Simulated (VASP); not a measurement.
# ZnC2 (P6/mmm) in VASP: further runs

The runs below take ZnC2 through single point, relaxation of cell and atoms, with PBE.

Everything below comes from runs of VASP 6.6.1. Logs are shortened: lines on timing, memory, paths and dates and some standing lists are left out, and cuts for length are marked.

### 1 The cell of the first run

The structure is hexagonal, space group P6/mmm (No. 191). The conventional cell has a = 3.083 Å, b = 3.083 Å, c = 3.328 Å, α = 90.00°, β = 90.00°, γ = 120.00°. Within 3.2 Å of Zn (site symmetry 6/mmm) lie 12 C at 2.44 Å and 6 Zn at 3.08 Å. Within 2.5 Å of C (site symmetry -6m2) lie 3 C at 1.78 Å and 6 Zn at 2.44 Å.

### 2 Single point, PBE

File INCAR:

```
SYSTEM = ZnC2
  PREC = Accurate
  ENCUT = 520
  EDIFF = 1E-6
  ISMEAR = 0
  SIGMA = 0.1
  LREAL = .FALSE.
  LASPH = .TRUE.
  NELM = 60
  ALGO = Normal
  ISIF = 2
  LWAVE = .FALSE.
  LCHARG = .TRUE.
  GGA = PE
  LELF = .TRUE.
  LVHAR = .TRUE.
  NBANDS = 17
```

File KPOINTS:

```
Automatic mesh
0
G
  6 6 6
  0 0 0
```

File POSCAR:

```
ZnC2
1.0
    3.0826480677      0.0000000000      0.0000000000
   -1.5413240339      2.6696515376      0.0000000000
    0.0000000000      0.0000000000      3.3284406047
Zn C
1 2
Direct
    0.0000000000      0.0000000000      0.0000000000
    0.3333333333      0.6666666667      0.5000000000
    0.6666666667      0.3333333333      0.5000000000
```

Potentials or basis: VASP PAW PBE potentials, release 64 (Zn, C).

Started as:

```sh
$ cat potpaw_PBE.64/Zn/POTCAR potpaw_PBE.64/C/POTCAR > POTCAR
$ mpirun -np 1 vasp_std > vasp.out
```

OUTCAR:

```text
SYSTEM = ZnC2
   PREC = Accurate
   ENCUT = 520
   EDIFF = 1E-6
   ISMEAR = 0
   LREAL = .FALSE.
   LASPH = .TRUE.
   NELM = 60
   ISIF = 2
   GGA = PE

 ion  position               nearest neighbor table
   1  0.000  0.000  0.000-   2 2.44   3 2.44   2 2.44   3 2.44   3 2.44   3 2.44   2 2.44   2 2.44
                             3 2.44   3 2.44   2 2.44   2 2.44
   2  0.333  0.667  0.500-   3 1.78   3 1.78   3 1.78   1 2.44   1 2.44   1 2.44   1 2.44   1 2.44
                             1 2.44
   3  0.667  0.333  0.500-   2 1.78   2 1.78   2 1.78   1 2.44   1 2.44   1 2.44   1 2.44   1 2.44
                             1 2.44

  LATTYP: Found a hexagonal cell.
 ALAT       =     3.0826480677
 C/A-ratio  =     1.0797342193

  Lattice vectors:

 A1 = (   3.0826480677,   0.0000000000,   0.0000000000)
 A2 = (  -1.5413240339,   2.6696515376,   0.0000000000)
 A3 = (   0.0000000000,   0.0000000000,   3.3284406047)

Analysis of symmetry for initial positions (statically):
=====================================================================
 Subroutine PRICEL returns:
 Original cell was already a primitive cell.

 Routine SETGRP: Setting up the symmetry group for a
 hexagonal supercell.

 Subroutine GETGRP returns: Found 24 space group operations
 (whereof 24 operations were pure point group operations)
 out of a pool of 24 trial point group operations.

The static configuration has the point symmetry D_6h.

Analysis of symmetry for dynamics (positions and initial velocities):
=====================================================================
 Subroutine PRICEL returns:
 Original cell was already a primitive cell.

 Routine SETGRP: Setting up the symmetry group for a
 hexagonal supercell.

 Subroutine GETGRP returns: Found 24 space group operations
 (whereof 24 operations were pure point group operations)
 out of a pool of 24 trial point group operations.

The dynamic configuration has the point symmetry D_6h.

 Subroutine INISYM returns: Found 24 space group operations
 (whereof 24 operations are pure point group operations),
 and found     1 'primitive' translations

----------------------------------------------------------------------------------------

                                     Primitive cell

  volume of cell :      27.3917

  direct lattice vectors                    reciprocal lattice vectors
     3.082648068  0.000000000  0.000000000     0.324396421  0.187290361  0.000000000
    -1.541324034  2.669651538  0.000000000     0.000000000  0.374580722  0.000000000
     0.000000000  0.000000000  3.328440605     0.000000000  0.000000000  0.300440993

  length of vectors
     3.082648068  3.082648068  3.328440605     0.374580722  0.374580722  0.300440993

  position of ions in fractional coordinates (direct lattice)
     0.000000000  0.000000000  0.000000000
     0.333333333  0.666666667  0.500000000
     0.666666667  0.333333333  0.500000000

  ion indices of the primitive-cell ions
   primitive index   ion index
                 1           1
                 2           2
                 3           3

----------------------------------------------------------------------------------------

 KPOINTS: Automatic mesh

Automatic generation of k-mesh.
 Grid dimensions read from file:
 generate k-points for:    6    6    6

 Generating k-lattice:

  Cartesian coordinates                     Fractional coordinates (reciprocal lattice)
     0.054066070  0.031215060  0.000000000     0.166666667 -0.000000000  0.000000000
     0.000000000  0.062430120  0.000000000     0.000000000  0.166666667  0.000000000
     0.000000000  0.000000000  0.050073499     0.000000000  0.000000000  0.166666667

  Length of vectors
     0.062430120  0.062430120  0.050073499

  Shift w.r.t. Gamma in fractional coordinates (k-lattice)
     0.000000000  0.000000000  0.000000000

 Subroutine IBZKPT returns following result:
 ===========================================

 Found     28 irreducible k-points:

 Following reciprocal coordinates:
            Coordinates               Weight
  0.000000  0.000000  0.000000      1.000000
  0.166667 -0.000000  0.000000      6.000000
  0.333333 -0.000000  0.000000      6.000000
  0.500000  0.000000  0.000000      3.000000
  0.166667  0.166667  0.000000      6.000000
  0.333333  0.166667  0.000000     12.000000
[... 16 lines left out ...]
  0.166667 -0.000000  0.500000      6.000000
  0.333333 -0.000000  0.500000      6.000000
 [... further k-points ...]
   k-points           NKPTS =     28   k-points in BZ     NKDIM =     28   number of bands    NBANDS=     17
   number of dos      NEDOS =    301   number of ions     NIONS =      3
   total plane-waves  NPLWV =  16128
   dimension x,y,z NGX =    24 NGY =   24 NGZ =   28
   dimension x,y,z NGXF=    48 NGYF=   48 NGZF=   56
   ions per type =               1   2
   NGX,Y,Z   is equivalent  to a cutoff of  12.94, 12.94, 13.99 a.u.
[... 35 lines left out ...]
   LORBIT       =      0    0 simple, 1 ext, 2 COOP (PROOUT), +10 PAW based schemes
   GGA     = PE    functional components
   LHFCALC =     F    Hartree Fock is set to
   AEXX    =    0.0000 exact exchange contribution
   IVDW    =     0    specifies the selected vdW correction
   LEPSILON=     F    determine dielectric tensor
   LRPA    =     F    only Hartree local field effects (RPA)
 non-spin polarized calculation
 Gauss-broadening in eV      SIGMA  =   0.10
  energy-cutoff  :      520.00
  volume of cell :       27.39
 maximum number of plane-waves:       754
 NGX is ok and might be reduce to    24
   NGX = 11   NGY = 11   NGZ = 13

 number of electron      20.0000010 magnetization

 Free energy of the ion-electron system (eV)
  ---------------------------------------------------
  ext. energy  EPLUGINS =         0.00000000
  ---------------------------------------------------
  free energy    TOTEN  =       -13.21250793 eV

  energy without entropy =      -13.20798301  energy(sigma->0) =      -13.21024547

 E-fermi :   6.8563     XC(G=0): -12.4039

 val. band max:        6.7574012122   @ k =   0.3333   0.1667   0.0000
 cond. band min:       6.8592797804   @ k =   0.3333   0.3333   0.3333
 fundamental gap:      0.1018785681
 Fermi energy:         6.8562920722

 k-point     1 :       0.0000    0.0000    0.0000
  band No.  band energies     occupation
      1     -11.3683      2.00000
      2      -1.4727      2.00000
      3      -1.3930      2.00000
      4      -1.3930      2.00000
      5      -0.9120      2.00000
      6      -0.9120      2.00000
[... 9 lines left out ...]
     16      21.4194      0.00000
     17      22.2680      0.00000

 k-point     2 :       0.1667   -0.0000    0.0000
  band No.  band energies     occupation
      1     -10.8972      2.00000
      2      -1.8917      2.00000
      3      -1.4133      2.00000
      4      -1.2926      2.00000
      5      -1.2393      2.00000
      6      -0.9300      2.00000
[... 9 lines left out ...]
     16      19.6646      0.00000
     17      20.1726      0.00000

 k-point     3 :       0.3333   -0.0000    0.0000
  band No.  band energies     occupation
      1      -9.5261      2.00000
      2      -4.2177      2.00000
      3      -1.5680      2.00000
      4      -1.4346      2.00000
      5      -1.0209      2.00000
      6      -0.9658      2.00000
[... 9 lines left out ...]
     16      17.0571      0.00000
     17      18.5240      0.00000

 k-point     4 :       0.5000    0.0000    0.0000
  band No.  band energies     occupation
      1      -7.8739      2.00000
      2      -6.4742      2.00000
      3      -1.6705      2.00000
      4      -1.5142      2.00000
      5      -0.9837      2.00000
      6      -0.7369      2.00000
[... 9 lines left out ...]
     16      16.0262      0.00000
     17      17.4601      0.00000
[... 343 lines left out ...]
      1     -10.3947      2.00000
      2      -4.0124      2.00000
      3      -1.1269      2.00000
      4      -1.1269      2.00000
      5      -1.1078      2.00000
      6      -1.1078      2.00000
[... 9 lines left out ...]
     16      18.2683      0.00000
     17      18.2684      0.00000

 k-point    23 :       0.1667   -0.0000    0.5000
  band No.  band energies     occupation
      1      -9.9823      2.00000
      2      -3.4617      2.00000
      3      -1.4879      2.00000
      4      -1.3441      2.00000
      5      -1.1902      2.00000
      6      -1.0156      2.00000
[... 9 lines left out ...]
     16      16.1421      0.00000
     17      16.7262      0.00000

 k-point    24 :       0.3333   -0.0000    0.5000
  band No.  band energies     occupation
      1      -8.7992      2.00000
      2      -3.6351      2.00000
      3      -2.1009      2.00000
      4      -1.7754      2.00000
      5      -1.1534      2.00000
      6      -0.8222      2.00000
[... 9 lines left out ...]
     16      16.0196      0.00000
     17      17.7516      0.00000

 [... further k-points ...]

------------------------ aborting loop because EDIFF is reached ----------------------------------------

  FORCE on cell =-STRESS in cart. coord.  units (eV):
  Direction    XX          YY          ZZ          XY          YZ          ZX
  --------------------------------------------------------------------------------------
  -------------------------------------------------------------------------------------
  Total       -3.8528484     -3.8528484      4.2109930      0.0000000     -0.0000000     -0.0000000
  in kB     -225.3580962   -225.3580962    246.3064421      0.0000000     -0.0000000     -0.0000000
  external PRESSURE =     -68.1365834 kB  Pullay stress =       0.0000000 kB

 VOLUME and BASIS-vectors are now :
 -----------------------------------------------------------------------------
  energy-cutoff  :      520.00
  volume of cell :       27.39
      direct lattice vectors                 reciprocal lattice vectors
     3.082648068  0.000000000  0.000000000     0.324396421  0.187290361  0.000000000
    -1.541324034  2.669651538  0.000000000     0.000000000  0.374580722  0.000000000
     0.000000000  0.000000000  3.328440605     0.000000000  0.000000000  0.300440993

 POSITION                                       TOTAL-FORCE (eV/Angst)
 -----------------------------------------------------------------------------------
      0.00000      0.00000      0.00000         0.000000     -0.000000      0.000000
     -0.00000      1.77977      1.66422        -0.000000      0.000000      0.000000
      1.54132      0.88988      1.66422         0.000000     -0.000000     -0.000000
 -----------------------------------------------------------------------------------
    total drift:                               -0.000000      0.000000     -0.000000

  FREE ENERGIE OF THE ION-ELECTRON SYSTEM (eV)
  ---------------------------------------------------
  free  energy   TOTEN  =       -13.2125079334 eV

  energy  without entropy=      -13.2079830075  energy(sigma->0) =      -13.21024547
```

Run time: 5.2 s. Hardware: 1 thread of Intel Xeon 6975P-C (Granite Rapids), shared host; peak memory 0.14 GiB.

Results:

```yaml
Free_energy: -13.2125 eV
Pressure: -6.8 GPa
Band_gap_on_the_k_mesh: zero (bands 10 and 11 overlap by 2.21 eV)
```

Caveat: the k points lie up to 0.39 Å⁻¹ apart, too coarse for converged energies and pressures of a metal.

### 3 Single point, PBE

This run uses another cell than the first one, of 14.09 Å³/atom.

File INCAR:

```
SYSTEM = ZnC2
  PREC = Accurate
  ENCUT = 520
  EDIFF = 1E-6
  ISMEAR = 0
  SIGMA = 0.1
  LREAL = .False.
  LASPH = .True.
  NELM = 80
  ALGO = Normal
  ISIF = 2
  LWAVE = .False.
  LCHARG = .False.
  GGA = PE
  NBANDS = 17
```

File KPOINTS:

```
regular mesh
0
Gamma
  6 6 6
  0 0 0
```

File POSCAR:

```
ZnC2
1.0
    2.4922624481      0.0000000000      0.0000000000
   -1.2461312241      2.1583625929      0.0000000000
    0.0000000000      0.0000000000      7.8580064038
Zn C
1 2
Direct
    0.0000000000      0.0000000000      0.0000000000
    0.3333333333      0.6666666667      0.5000000000
    0.6666666667      0.3333333333      0.5000000000
```

Potentials or basis: VASP PAW PBE potentials, release 64 (Zn, C).

Started as:

```sh
$ cat potpaw_PBE.64/Zn/POTCAR potpaw_PBE.64/C/POTCAR > POTCAR
$ mpirun -np 1 vasp_std > vasp.out
```

It took 10 s on 1 thread of Intel Xeon 6975P-C (Granite Rapids), shared host; peak memory 0.16 GiB.

It converged, with:

```yaml
Free_energy: -19.1811 eV
Pressure: 0.4 GPa
Band_gap_on_the_k_mesh: zero (bands 10 and 11 overlap by 1.04 eV)
```

Stress tensor (GPa, compression positive):
```
0.48 0.00 0.00
0.00 0.48 0.00
0.00 0.00 0.20
```

Levels at points of the mesh, in eV from the Fermi level:
```tsv
k point	band 7	band 8	band 9	band 10	band 11	band 12	band 13	band 14
(0.00, 0.00, 0.00)	-6.45	-6.45	-3.01	-3.01	-0.59	4.36	8.13	8.13
(0.50, 0.00, 0.00)	-6.29	-5.97	-2.33	-0.33	1.56	2.31	6.91	7.07
(0.00, 0.00, 0.50)	-6.45	-6.35	-3.01	-3.01	-1.06	6.56	7.43	8.13
(0.50, 0.00, 0.50)	-6.29	-5.97	-2.35	-0.27	1.42	2.58	6.52	7.07
```

Caveat: the k points lie up to 0.49 Å⁻¹ apart, too coarse for converged energies and pressures of a metal.

### 4 Relaxation of cell and atoms, PBE

File INCAR:

```
PREC = Accurate
ENCUT = 600
EDIFF = 1E-6
ISMEAR = 0
SIGMA = 0.1
LREAL = F
LASPH = T
NELM = 80
ALGO = Normal
ISIF = 3
LWAVE = F
LCHARG = F
GGA = PE
IBRION = 2
NSW = 90
EDIFFG = -0.04
```

File KPOINTS:

```
regular mesh
0
Gamma
  6 6 6
```

File POSCAR:

```
ZnC2
1.0
    3.0826480677      0.0000000000      0.0000000000
   -1.5413240339      2.6696515376      0.0000000000
    0.0000000000      0.0000000000      3.3284406047
Zn C
1 2
Direct
    0.0000000000      0.0000000000      0.0000000000
    0.3333333333      0.6666666667      0.5000000000
    0.6666666667      0.3333333333      0.5000000000
```

Started as:

```sh
$ cat potpaw_PBE.64/Zn/POTCAR potpaw_PBE.64/C/POTCAR > POTCAR
$ mpirun -np 1 vasp_std > vasp.out
```

Run time: 2.1 min. Hardware: 1 thread of Intel Xeon 6975P-C (Granite Rapids), shared host; peak memory 0.17 GiB.

Results (log left out):

| Property | Result |
| --- | --- |
| Free energy | -18.4533 eV |
| Relaxed volume | 9.90 Å³/atom |
| Relaxed cell | a = 2.507 Å, b = 2.507 Å, c = 5.459 Å, α = 90.00°, β = 90.00°, γ = 120.00° |
| Space group after relaxing (to 0.1 Å) | P6/mmm (No. 191) |
| Energy gained by relaxing | 1746.7 meV/atom |
| Ionic steps | 20 |
| Pressure after relaxing | -0.3 GPa |
| Band gap on the k mesh | zero (bands 10 and 11 overlap by 0.45 eV) |

Stress tensor (GPa, compression positive):
```
-0.41  0.00  0.00
 0.00 -0.41  0.00
 0.00  0.00 -0.08
```

The path:
```tsv
step	energy change (eV)	largest force (eV/Å)	pressure (GPa)	volume (Å³)
1	0.0000	0.0000	-6.94	27.39
2	-0.9342	0.0000	-2.82	25.71
3	-2.1358	0.0000	140.52	19.60
4	-2.8084	0.0000	29.34	22.83
5	-3.0403	0.0000	70.92	21.24
6	-3.1867	0.0000	74.45	21.30
7	-3.4110	0.0000	88.90	21.42
8	-3.3719	0.0000	97.35	21.44
9	-3.7834	0.0000	82.81	22.31
10	-4.6612	0.0000	48.59	25.03
11	-4.9885	0.0000	4.14	30.82
12	-5.0511	0.0000	18.39	28.70
13	-5.0551	0.0000	16.58	28.95
14	-5.1583	0.0000	11.30	29.10
15	-5.2372	0.0000	0.34	29.41
16	-5.2387	0.0000	1.53	29.37
17	-5.2387	0.0000	1.26	29.38
18	-5.2393	0.0000	0.91	29.44
19	-5.2398	0.0000	0.55	29.53
20	-5.2402	0.0000	-0.30	29.71
```

Final structure:
```
Zn C
1.0
     2.50668    0.00000    0.00000
    -1.25334    2.17085    0.00000
     0.00000    0.00000    5.45893
Zn C
1 2
Direct
  0.00000 0.00000 0.00000
  0.33333 0.66667 0.50000
  0.66667 0.33333 0.50000
```

Levels at points of the mesh, in eV from the Fermi level:
```tsv
k point	band 7	band 8	band 9	band 10	band 11	band 12	band 13	band 14
(0.00, 0.00, 0.00)	-6.72	-6.69	-3.81	-3.81	2.67	7.19	7.19	10.34
(0.50, 0.00, 0.00)	-6.85	-6.27	-3.08	-0.72	0.11	1.90	5.99	8.56
(0.00, 0.00, 0.50)	-6.72	-4.63	-3.81	-3.81	-0.45	7.21	7.21	10.20
(0.50, 0.00, 0.50)	-6.80	-6.27	-3.91	-0.45	0.59	3.92	5.91	6.66
```

Caveat: the k points lie up to 0.48 Å⁻¹ apart in the final cell; a cell axis changed by over 15 % at a fixed basis, so the end point is rough.

### 5 Single point, PBE

This run uses another cell than the first one, of 16.17 Å³/atom.

File INCAR:

```
SYSTEM = ZnC2
  ALGO = Normal
  EDIFF = 1E-6
  ENCUT = 520
  GGA = PE
  ISIF = 2
  ISMEAR = 0
  LASPH = .True.
  LCHARG = .False.
  LREAL = .False.
  LWAVE = .False.
  NBANDS = 17
  NELM = 60
  PREC = Accurate
  SIGMA = 0.1
```

File KPOINTS:

```
k-points
0
Gamma
  24 24 6
  0 0 0
```

File POSCAR:

```
ZnC2
1.0
    2.4824408885      0.0000000000      0.0000000000
   -1.2412204442      2.1498568729      0.0000000000
    0.0000000000      0.0000000000      9.0869506088
Zn C
1 2
Direct
    0.0000000000      0.0000000000      0.0000000000
    0.3333333333      0.6666666667      0.5000000000
    0.6666666667      0.3333333333      0.5000000000
```

Started as:

```sh
$ cat potpaw_PBE.64/Zn/POTCAR potpaw_PBE.64/C/POTCAR > POTCAR
$ mpirun -np 1 vasp_std > vasp.out
```

Wall time 78 s (1 thread of Intel Xeon 6975P-C (Granite Rapids), shared host); peak memory 0.3 GiB.

It converged, with:

```yaml
Free_energy: -19.2425 eV
Pressure: 0.3 GPa
Band_gap_on_the_k_mesh: zero (bands 10 and 11 overlap by 2.14 eV)
```

Stress tensor (GPa, compression positive):
```
0.45 0.00 0.00
0.00 0.45 0.00
0.00 0.00 0.03
```

Levels at points of the mesh, in eV from the Fermi level:
| k point | band 6 | band 7 | band 8 | band 9 | band 10 | band 11 | band 12 | band 13 | band 14 | band 15 |
| --- | --- | --- | --- | --- | --- | --- | --- | --- | --- | --- |
| (0.00, 0.00, 0.00) | -6.73 | -6.68 | -6.68 | -3.10 | -3.10 | -1.01 | 3.47 | 7.74 | 8.13 | 8.13 |
| (0.50, 0.00, 0.00) | -6.82 | -6.41 | -6.26 | -2.38 | -0.55 | 1.59 | 2.20 | 6.65 | 7.12 | 8.91 |
| (0.00, 0.00, 0.50) | -6.69 | -6.68 | -6.68 | -3.10 | -3.10 | -1.17 | 4.92 | 5.35 | 8.13 | 8.13 |
| (0.50, 0.00, 0.50) | -6.82 | -6.41 | -6.26 | -2.38 | -0.54 | 1.56 | 2.27 | 6.53 | 7.12 | 8.59 |

### 6 Overview

| task | cell | k mesh | cutoff (eV) | gap on the mesh (eV) | pressure (GPa) |
| --- | --- | --- | --- | --- | --- |
| single point | a = 3.083, b = 3.083, c = 3.328 Å, angles 90.0, 90.0, 120.0°, 3 atoms | 6 × 6 × 6 | 520 | none | -6.8 |
| single point | a = 2.492, b = 2.492, c = 7.858 Å, angles 90.0, 90.0, 120.0°, 3 atoms | 6 × 6 × 6 | 520 | none | 0.4 |
| relaxation of cell and atoms | relaxed from a = 3.083, b = 3.083, c = 3.328 Å, angles 90.0, 90.0, 120.0°, 3 atoms | 6 × 6 × 6 | 600 | none | -0.3 |
| single point | a = 2.482, b = 2.482, c = 9.087 Å, angles 90.0, 90.0, 120.0°, 3 atoms | 24 × 24 × 6 | 520 | none | 0.3 |

Alike in all rows: level PBE; potentials or basis VASP PAW PBE potentials, release 64 (Zn, C); no spin polarisation; smearing gaussian 0.1 eV.

Caveats: some runs use coarse meshes; a cell axis changed by over 15 % at a fixed basis, so the end point is rough (at least some runs).

Total energies depend on the potentials used, so only differences within one code and one set of settings carry meaning.

The gap in the log of VASP goes by the Fermi energy; the results here count the filled bands.